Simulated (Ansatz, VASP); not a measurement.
# Two plane-wave programs on AgCl

Contents of INCAR:

```
SYSTEM = AgCl
PREC = Accurate
ENCUT = 520
EDIFF = 1E-6
ISMEAR = 0
SIGMA = 0.05
LREAL = .FALSE.
LASPH = .TRUE.
NELM = 100
ALGO = Normal
ISIF = 2
LWAVE = .FALSE.
LCHARG = .TRUE.
GGA = PE
LELF = .TRUE.
LVHAR = .TRUE.
NBANDS = 16
```

Contents of KPOINTS:

```
Automatic mesh
0
G
  10 10 10
  0 0 0
```

File POSCAR:

```
AgCl
1.0
    0.0000000000      2.8513076906      2.6232030754
    2.8513076906      0.0000000000      2.6232030754
    2.8513076906      2.8513076906      0.0000000000
Ag Cl
1 1
Direct
    0.5000000000      0.5000000000      0.5000000000
    0.0000000000      0.0000000000      0.0000000000
```

Input for Ansatz:

```yaml
crystal:
  lattice:
    - [0.0, 2.8513076906, 2.6232030754]
    - [2.8513076906, 0.0, 2.6232030754]
    - [2.8513076906, 2.8513076906, 0.0]
  atoms:
    - { symbol: Ag, position: [0.5, 0.5, 0.5] }
    - { symbol: Cl, position: [0.0, 0.0, 0.0] }
basis:
  ecutwfc: 420
kpoints:
  mp_grid: { grid: [10, 10, 10] }
hamiltonian:
  xc: pbe
scf:
  occupations: { method: gaussian, width: 0.05 }
output:
  forces: true
  stress: true
  eigenvalues: true
```

Alike in both runs: task single point; functional PBE; k mesh 10 × 10 × 10; occupations gaussian, width 0.05 eV; no spin polarisation.

```csv
,VASP,Ansatz
version,VASP 6.6.1,Ansatz 0.2.0
potentials or method,"VASP PAW PBE potentials, release 64 (Ag, Cl), cutoff 520 eV","scalar-relativistic, plane waves, PAW"
valence electrons in the cell,18,26
```

Ansatz gave:

| Property | Result |
| --- | --- |
| gap on the k mesh at the Fermi level (eV) | 0.73 |
| least direct gap on the mesh (eV) | 3.18 |
| pressure (GPa) | 2.3 |
| traceless stress, the component that is largest in VASP (GPa) | 1.60 |

What did VASP give for the same quantities?

gap on the k mesh at the Fermi level (eV): 0.73; least direct gap on the mesh (eV): 3.18; pressure (GPa): 2.1; traceless stress, the component that is largest in VASP (GPa): 1.55.

VASP's potentials hold 18 valence electrons a cell and Ansatz's 26, so a difference there can come from the potentials and not from the codes.
